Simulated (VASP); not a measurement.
# Pd (Imm2) in VASP: further runs

Pd is run at these levels: LDA; tasks: single point.

All numbers are computed with VASP 6.6.1; they aren't measurements. Logs are shortened: lines on timing, memory, paths and dates and some standing lists are left out, and cuts for length are marked.

**1. The cell of the first run**

It takes space group Imm2 (No. 44, orthorhombic). Conventional cell: a = 5.506 Å, b = 7.786 Å, c = 5.506 Å, α = 90.00°, β = 90.00°, γ = 90.00°. Within 3.4 Å of Pd (site symmetry mm2) lie 10 Pd at 2.55 to 3.01 Å. Pd (site symmetry 1) has 10 Pd at 2.55 to 3.01 Å within 3.4 Å. Within 3.6 Å of Pd (site symmetry mm2) lie 12 Pd at 2.75 to 3.58 Å. Pd (site symmetry mm2) has 12 Pd at 2.75 to 2.79 Å within 3.6 Å.

**2. Single point, LDA**

INCAR

```
SYSTEM = Pd
PREC     = Accurate       ! precision mode
ENCUT    = 400            ! plane-wave cutoff, eV
EDIFF    = 1E-6           ! SCF threshold, eV
ISMEAR   = 0              ! smearing method
SIGMA    = 0.1            ! smearing width, eV
LREAL    = .FALSE.        ! projectors in reciprocal space
LASPH    = .TRUE.         ! aspherical terms in the spheres
NELM     = 120            ! most SCF steps
ALGO     = Normal         ! electronic algorithm
ISIF     = 2              ! what is computed and relaxed
LWAVE    = .FALSE.        ! write WAVECAR
LCHARG   = .TRUE.         ! write CHGCAR
LELF     = .TRUE.         ! ELF
LVHAR    = .TRUE.       
NBANDS   = 44             ! bands
GGA_COMPAT= .FALSE.
```

KPOINTS

```
Automatic mesh
0
G
  3 3 3
  0 0 0
```

POSCAR

```
Pd
1.0
    0.0000000000      3.8930000000      3.8930000000
    3.8930000000      0.0000000000      3.8930000000
    3.8930000000      3.8930000000      0.0000000000
Pd
7
Direct
    0.0000000000      0.0000000000      0.4166665810
    0.0000000000      0.5000000000      0.0000000000
    0.0000000000      0.5000000000      0.5000000000
    0.5000000000      0.0000000000      0.0000000000
    0.5000000000      0.0000000000      0.5000000000
    0.5000000000      0.5000000000      0.0000000000
    0.5000000000      0.5000000000      0.5000000000
```

Potentials or basis: VASP PAW LDA potentials, release 64 (Pd).

On the command line:

```
$ cat potpaw_LDA.64/Pd/POTCAR > POTCAR
$ mpirun -np 1 vasp_std > vasp.out
```

OUTCAR:

```text
SYSTEM = Pd
   PREC = Accurate
   ENCUT = 400
   EDIFF = 1E-6
   ISMEAR = 0
   LREAL = .FALSE.
   LASPH = .TRUE.
   NELM = 120
   ISIF = 2

 ion  position               nearest neighbor table
   1  0.000  0.000  0.417-   2 2.55   4 2.55   3 2.55   5 2.55   7 2.79   7 2.79   5 3.01   4 3.01
                             2 3.01   3 3.01
   2  0.000  0.500  0.000-   1 2.55   6 2.75   3 2.75   7 2.75   3 2.75   4 2.75   4 2.75   6 2.75
                             7 2.75   1 3.01
   3  0.000  0.500  0.500-   1 2.55   2 2.75   7 2.75   2 2.75   6 2.75   5 2.75   5 2.75   6 2.75
                             7 2.75   1 3.01
   4  0.500  0.000  0.000-   1 2.55   6 2.75   5 2.75   7 2.75   2 2.75   6 2.75   7 2.75   5 2.75
                             2 2.75   1 3.01
   5  0.500  0.000  0.500-   1 2.55   4 2.75   7 2.75   4 2.75   6 2.75   3 2.75   6 2.75   7 2.75
                             3 2.75   1 3.01
   6  0.500  0.500  0.000-   2 2.75   4 2.75   7 2.75   3 2.75   5 2.75   7 2.75   4 2.75   5 2.75
                             2 2.75   3 2.75
   7  0.500  0.500  0.500-   3 2.75   5 2.75   6 2.75   2 2.75   4 2.75   6 2.75   4 2.75   5 2.75
                             2 2.75   3 2.75   1 2.79   1 2.79

  LATTYP: Found a face centered cubic cell.
 ALAT       =     7.7860000000

  Lattice vectors:

 A1 = (   0.0000000000,   3.8930000000,   3.8930000000)
 A2 = (   3.8930000000,   0.0000000000,   3.8930000000)
 A3 = (   3.8930000000,   3.8930000000,   0.0000000000)

Analysis of symmetry for initial positions (statically):
=====================================================================
 Subroutine PRICEL returns:
 Original cell was already a primitive cell.

 Routine SETGRP: Setting up the symmetry group for a
 face centered cubic supercell.

 Subroutine GETGRP returns: Found  4 space group operations
 (whereof  4 operations were pure point group operations)
 out of a pool of 48 trial point group operations.

The static configuration has the point symmetry C_2v.

Analysis of symmetry for dynamics (positions and initial velocities):
=====================================================================
 Subroutine PRICEL returns:
 Original cell was already a primitive cell.

 Routine SETGRP: Setting up the symmetry group for a
 face centered cubic supercell.

 Subroutine GETGRP returns: Found  4 space group operations
 (whereof  4 operations were pure point group operations)
 out of a pool of 48 trial point group operations.

The dynamic configuration has the point symmetry C_2v.

 Subroutine INISYM returns: Found  4 space group operations
 (whereof  4 operations are pure point group operations),
 and found     1 'primitive' translations

----------------------------------------------------------------------------------------

                                     Primitive cell

  volume of cell :     118.0003

  direct lattice vectors                    reciprocal lattice vectors
     0.000000000  3.893000000  3.893000000    -0.128435654  0.128435654  0.128435654
     3.893000000  0.000000000  3.893000000     0.128435654 -0.128435654  0.128435654
     3.893000000  3.893000000  0.000000000     0.128435654  0.128435654 -0.128435654

  length of vectors
     5.505533398  5.505533398  5.505533398     0.222457078  0.222457078  0.222457078

  position of ions in fractional coordinates (direct lattice)
     0.000000000  0.000000000  0.416666581
     0.000000000  0.500000000  0.000000000
     0.000000000  0.500000000  0.500000000
     0.500000000  0.000000000  0.000000000
     0.500000000  0.000000000  0.500000000
     0.500000000  0.500000000  0.000000000
     0.500000000  0.500000000  0.500000000

  ion indices of the primitive-cell ions
   primitive index   ion index
                 1           1
                 2           2
                 3           3
                 4           4
                 5           5
                 6           6
                 7           7

----------------------------------------------------------------------------------------

 KPOINTS: Automatic mesh

Automatic generation of k-mesh.
 Grid dimensions read from file:
 generate k-points for:    3    3    3

 Generating k-lattice:

  Cartesian coordinates                     Fractional coordinates (reciprocal lattice)
    -0.042811885  0.042811885  0.042811885     0.333333333  0.000000000  0.000000000
     0.042811885 -0.042811885  0.042811885     0.000000000  0.333333333  0.000000000
     0.042811885  0.042811885 -0.042811885     0.000000000  0.000000000  0.333333333

  Length of vectors
     0.074152359  0.074152359  0.074152359

  Shift w.r.t. Gamma in fractional coordinates (k-lattice)
     0.000000000  0.000000000  0.000000000

 Subroutine IBZKPT returns following result:
 ===========================================

 Found      8 irreducible k-points:

 Following reciprocal coordinates:
            Coordinates               Weight
  0.000000  0.000000  0.000000      1.000000
  0.333333  0.000000  0.000000      4.000000
  0.000000  0.000000  0.333333      4.000000
  0.333333  0.333333  0.000000      2.000000
  0.000000  0.333333  0.333333      4.000000
 -0.333333  0.333333  0.000000      2.000000
  0.000000 -0.333333  0.333333      8.000000
  0.333333  0.333333 -0.333333      2.000000
   k-points           NKPTS =      8   k-points in BZ     NKDIM =      8   number of bands    NBANDS=     44
   number of dos      NEDOS =    301   number of ions     NIONS =      7
   total plane-waves  NPLWV =  46656
   dimension x,y,z NGX =    36 NGY =   36 NGZ =   36
   dimension x,y,z NGXF=    72 NGYF=   72 NGZF=   72
   ions per type =               7
   NGX,Y,Z   is equivalent  to a cutoff of  10.87, 10.87, 10.87 a.u.
   NGXF,Y,Z  is equivalent  to a cutoff of  21.74, 21.74, 21.74 a.u.
 SYSTEM =  Pd
   PREC   = accura    normal or accurate (medium, high low for compatibility)
   ISTART =      0    job   : 0-new  1-cont  2-samecut
   ICHARG =      2    charge: 1-file 2-atom 10-const
   ISPIN  =      1    spin polarized calculation?
   LNONCOLLINEAR =      F non collinear calculations
   LSORBIT =      F    spin-orbit coupling
   LASPH  =      T    aspherical Exc in radial PAW
   ENCUT  =  400.0 eV  29.40 Ry    5.42 a.u.   8.98  8.98  8.98*2*pi/ulx,y,z
   NELM   =    120;   NELMIN=  2; NELMDL= -5     # of ELM steps
   EDIFF  = 0.1E-05   stopping-criterion for ELM
   LREAL  =      F    real-space projection
   EDIFFG = 0.1E-04   stopping-criterion for IOM
   NSW    =      0    number of steps for IOM
   IBRION =     -1    ionic relax: 0-MD 1-quasi-New 2-CG
   NFREE  =      0    steps in history (QN), initial steepest desc. (CG)
   ISIF   =      2    stress and relaxation
   ISYM   =      2    0-nonsym 1-usesym 2-fastsym
   POTIM  = 0.5000    time-step for ionic-motion
   TEBEG  =    0.0;   TEEND  =   0.0 temperature during run
   PSTRESS=    0.0 pullay stress
   NELECT =      70.0000    total number of electrons
   NUPDOWN=      -1.0000    fix difference up-down
   EMIN   =  10.00;   EMAX   =-10.00  energy-range for DOS
   EFERMI =   0.00;   METHOD = LEGACY
   ISMEAR =     0;   SIGMA  =   0.10  broadening in eV -4-tet -1-fermi 0-gaus
   EFERMI_NEDOS =   21; number of points for ismear=-14 and -15
   IALGO  =     38    algorithm
   IMIX   =      4    mixing-type and parameters
     AMIX     =   0.40;   BMIX     =  1.00
     AMIX_MAG =   1.60;   BMIX_MAG =  1.00
  volume/ion in A,a.u.               =      16.86       113.76
  Fermi-wavevector in a.u.,A,eV,Ry     =   1.375561  2.599433 25.744500  1.892167
  Thomas-Fermi vector in A             =   2.500885
   LORBIT       =      0    0 simple, 1 ext, 2 COOP (PROOUT), +10 PAW based schemes
   GGA     = CA    functional components
   LHFCALC =     F    Hartree Fock is set to
   AEXX    =    0.0000 exact exchange contribution
   IVDW    =     0    specifies the selected vdW correction
   LEPSILON=     F    determine dielectric tensor
   LRPA    =     F    only Hartree local field effects (RPA)
 non-spin polarized calculation
 Gauss-broadening in eV      SIGMA  =   0.10
  energy-cutoff  :      400.00
  volume of cell :      118.00
 maximum number of plane-waves:      2139
   NGX = 17   NGY = 17   NGZ = 17

 number of electron      69.9999975 magnetization

 Free energy of the ion-electron system (eV)
  ---------------------------------------------------
  ext. energy  EPLUGINS =         0.00000000
  ---------------------------------------------------
  free energy    TOTEN  =       -43.36679823 eV

  energy without entropy =      -43.31497291  energy(sigma->0) =      -43.34088557

 E-fermi :   7.5514     XC(G=0): -12.5786

 val. band max:        7.5468939700   @ k =   0.0000   0.0000   0.0000
 cond. band min:       7.5701213768   @ k =   0.3333   0.3333  -0.3333
 fundamental gap:      0.0232274067
 Fermi energy:         7.5513806613

 k-point     1 :       0.0000    0.0000    0.0000
  band No.  band energies     occupation
      1       0.9536      2.00000
      2       2.2096      2.00000
      3       2.3521      2.00000
      4       2.4238      2.00000
      5       2.4257      2.00000
      6       2.8259      2.00000
[... 36 lines left out ...]
     43      12.1018      0.00000
     44      14.3307      0.00000

 k-point     2 :       0.3333    0.0000    0.0000
  band No.  band energies     occupation
      1       1.7912      2.00000
      2       2.5853      2.00000
      3       2.7496      2.00000
      4       2.8071      2.00000
      5       2.8701      2.00000
      6       3.2941      2.00000
[... 36 lines left out ...]
     43      12.3694      0.00000
     44      15.2358      0.00000

 k-point     3 :       0.0000    0.0000    0.3333
  band No.  band energies     occupation
      1       1.8027      2.00000
      2       2.5735      2.00000
      3       2.7959      2.00000
      4       2.8508      2.00000
      5       2.8831      2.00000
      6       3.3650      2.00000
[... 224 lines left out ...]
     43      14.5280      0.00000
     44      15.0262      0.00000

 k-point     8 :       0.3333    0.3333   -0.3333
  band No.  band energies     occupation
      1       2.8540      2.00000
      2       3.0365      2.00000
      3       3.1367      2.00000
      4       3.5117      2.00000
      5       3.5504      2.00000
      6       3.6159      2.00000
[... 36 lines left out ...]
     43      14.5525      0.00000
     44      15.0014      0.00000

------------------------ aborting loop because EDIFF is reached ----------------------------------------

  FORCE on cell =-STRESS in cart. coord.  units (eV):
  Direction    XX          YY          ZZ          XY          YZ          ZX
  --------------------------------------------------------------------------------------
  -------------------------------------------------------------------------------------
  Total      -10.3938518    -10.3938518     -8.2987365     -0.7881906      0.0000000      0.0000000
  in kB     -141.1249808   -141.1249808   -112.6780572    -10.7018449      0.0000000      0.0000000
  external PRESSURE =    -131.6426730 kB  Pullay stress =       0.0000000 kB

 VOLUME and BASIS-vectors are now :
 -----------------------------------------------------------------------------
  energy-cutoff  :      400.00
  volume of cell :      118.00
      direct lattice vectors                 reciprocal lattice vectors
     0.000000000  3.893000000  3.893000000    -0.128435654  0.128435654  0.128435654
     3.893000000  0.000000000  3.893000000     0.128435654 -0.128435654  0.128435654
     3.893000000  3.893000000  0.000000000     0.128435654  0.128435654 -0.128435654

 POSITION                                       TOTAL-FORCE (eV/Angst)
 -----------------------------------------------------------------------------------
      1.62208      1.62208      0.00000         1.032998      1.032998      0.000000
      1.94650      0.00000      1.94650         0.040464     -0.524604      0.513441
      3.89300      1.94650      1.94650        -0.524604      0.040464     -0.513441
      0.00000      1.94650      1.94650        -0.524604      0.040464      0.513441
      1.94650      3.89300      1.94650         0.040464     -0.524604     -0.513441
      1.94650      1.94650      3.89300        -0.091385     -0.091385      0.000000
      3.89300      3.89300      3.89300         0.026666      0.026666     -0.000000
 -----------------------------------------------------------------------------------
    total drift:                                0.000516      0.000516     -0.000001

  FREE ENERGIE OF THE ION-ELECTRON SYSTEM (eV)
  ---------------------------------------------------
  free  energy   TOTEN  =       -43.3667982302 eV

  energy  without entropy=      -43.3149729057  energy(sigma->0) =      -43.34088557
```

Run time: 14 s. Hardware: 1 thread of Intel Xeon 6975P-C (Granite Rapids), shared host; peak memory 0.17 GiB.

Results:

| Item | Value |
| --- | --- |
| Free energy | -43.3668 eV |
| Pressure | -13.2 GPa |
| Largest force | 1.461 eV/Å |
| Band gap on the k mesh | zero (bands 35 and 36 overlap by 0.68 eV) |

Forces in eV/Å, atoms in the order of the input:
```
Pd   1.033  1.033  0.000
Pd   0.040 -0.525  0.513
Pd  -0.525  0.040 -0.513
Pd  -0.525  0.040  0.513
Pd   0.040 -0.525 -0.513
Pd  -0.091 -0.091  0.000
Pd   0.027  0.027  0.000
```

Caveat: the k points lie up to 0.47 Å⁻¹ apart, too coarse for converged energies and pressures of a metal; forces of over 1 eV/Å act on the atoms, so gaps and moduli don't describe the material at rest.

**3. Single point, LDA**

INCAR

```
SYSTEM = Pd
PREC     = Accurate       ! precision mode
ENCUT    = 400            ! plane-wave cutoff, eV
EDIFF    = 1E-6           ! SCF threshold, eV
ISMEAR   = 0              ! smearing method
SIGMA    = 0.1            ! smearing width, eV
LREAL    = .False.        ! projectors in reciprocal space
LASPH    = .True.         ! aspherical terms in the spheres
NELM     = 120            ! most SCF steps
ALGO     = Normal         ! electronic algorithm
ISIF     = 2              ! what is computed and relaxed
LWAVE    = .False.        ! write WAVECAR
LCHARG   = .False.        ! write CHGCAR
GGA      = CA             ! functional
NBANDS   = 44             ! bands
GGA_COMPAT= .False.
```

KPOINTS

```
Automatic mesh
0
Gamma
  3 3 3
  0 0 0
```

POSCAR, as its differences from that of step 2:

```diff
@@ -8,3 +8,3 @@
 Direct
-    0.0000000000      0.0000000000      0.4166665810
+    0.0000000000      0.0000000000      0.3333334190
     0.0000000000      0.5000000000      0.0000000000
```

Potentials or basis: VASP PAW LDA potentials, release 64 (Pd).

On the command line:

```
$ cat potpaw_LDA.64/Pd/POTCAR > POTCAR
$ mpirun -np 1 vasp_std > vasp.out
```

Wall time 14 s (1 thread of Intel Xeon 6975P-C (Granite Rapids), shared host); peak memory 0.17 GiB.

The run converged. Its results:

| Property | Result |
| --- | --- |
| Free energy | -42.7326 eV |
| Pressure | -9.4 GPa |
| Largest force | 1.405 eV/Å |
| Band gap on the k mesh | zero (bands 35 and 36 overlap by 0.58 eV) |

Forces on the atoms (eV/Å):
```
Pd   0.881  0.881  0.000
Pd   0.302 -0.732  1.161
Pd  -0.732  0.302 -1.161
Pd  -0.732  0.302  1.161
Pd   0.302 -0.732 -1.161
Pd  -0.040 -0.040  0.000
Pd   0.020  0.020  0.000
```

Stress tensor (GPa, compression positive):
```
-12.37  -2.52   0.00
 -2.52 -12.37   0.00
  0.00   0.00  -3.54
```

Levels at points of the mesh, in eV from the Fermi level:
```tsv
k point	band 32	band 33	band 34	band 35	band 36	band 37
(0.00, 0.00, 0.00)	0.13	0.21	0.22	0.39	0.47	1.44
```

Caveat: the k points lie up to 0.47 Å⁻¹ apart, too coarse for converged energies and pressures of a metal; forces of over 1 eV/Å act on the atoms, so gaps and moduli don't describe the material at rest.

The gap in the log of VASP goes by the Fermi energy; the results here count the filled bands.